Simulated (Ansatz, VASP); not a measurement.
## Two plane-wave programs on Li2O

The input POSCAR:

```
Li2O
1.0
    0.0000000000      2.2890547227      2.2890547227
    2.2890547227      0.0000000000      2.2890547227
    2.2890547227      2.2890547227      0.0000000000
Li O
2 1
Direct
    0.2500000000      0.2500000000      0.2500000000
    0.7500000000      0.7500000000      0.7500000000
    0.0000000000      0.0000000000      0.0000000000
```

The input INCAR.step1:

```
PREC = Accurate
ENCUT = 830
ISMEAR = 0
SIGMA = 0.02
LREAL = F
LASPH = T
NELM = 120
NBANDS = 13
GGA = PE
ALGO = Normal
EDIFF = 1E-5
LWAVE = T
LCHARG = F
GGA_COMPAT = F
```

Contents of INCAR.step2:

```
PREC = Accurate
ENCUT = 830
EDIFF = 1E-6
ISMEAR = 0
SIGMA = 0.02
LREAL = F
LASPH = T
NELM = 120
ALGO = Normal
ISIF = 2
LWAVE = F
LCHARG = F
METAGGA = R2SCAN
LMIXTAU = T
NBANDS = 13
ISTART = 1
GGA_COMPAT = F
```

The input KPOINTS:

```
Automatic mesh
0
Gamma
  8 8 8
```

Input for Ansatz:

```yaml
crystal:
  lattice:
    - [0.0, 2.2890547227, 2.2890547227]
    - [2.2890547227, 0.0, 2.2890547227]
    - [2.2890547227, 2.2890547227, 0.0]
  atoms:
    - { symbol: Li, position: [0.25, 0.25, 0.25] }
    - { symbol: Li, position: [0.75, 0.75, 0.75] }
    - { symbol: O, position: [0.0, 0.0, 0.0] }
basis:
  ecutwfc: 500
kpoints:
  mp_grid: { grid: [8, 8, 8] }
hamiltonian:
  xc: r2scan
  pseudopotentials: { kind: paw, azcp: { folder: soft_1 } }
scf:
  occupations: { method: gaussian, width: 0.02 }
output:
  forces: true
  stress: true
  eigenvalues: true
```

Alike in both runs: task single point; functional r2SCAN; k mesh 8 × 8 × 8; occupations gaussian, width 0.02 eV; no spin polarisation.

|  | VASP | Ansatz |
| --- | --- | --- |
| version | VASP 6.6.1 | Ansatz 0.2.0 |
| potentials or method | VASP PAW PBE potentials, release 64 (Li_sv, O), cutoff 830 eV | scalar-relativistic, plane waves, PAW |
| valence electrons in the cell | 12 | 12 |

Ansatz gave:

| Property | Result |
| --- | --- |
| gap on the k mesh at the Fermi level (eV) | 5.76 |
| least direct gap on the mesh (eV) | 6.19 |
| pressure (GPa) | -0.4 |

Problem. Estimate VASP's values.

Solution. gap on the k mesh at the Fermi level (eV): 5.72; least direct gap on the mesh (eV): 6.32; pressure (GPa): -0.1.

VASP's potentials were made for PBE, not for r2SCAN.
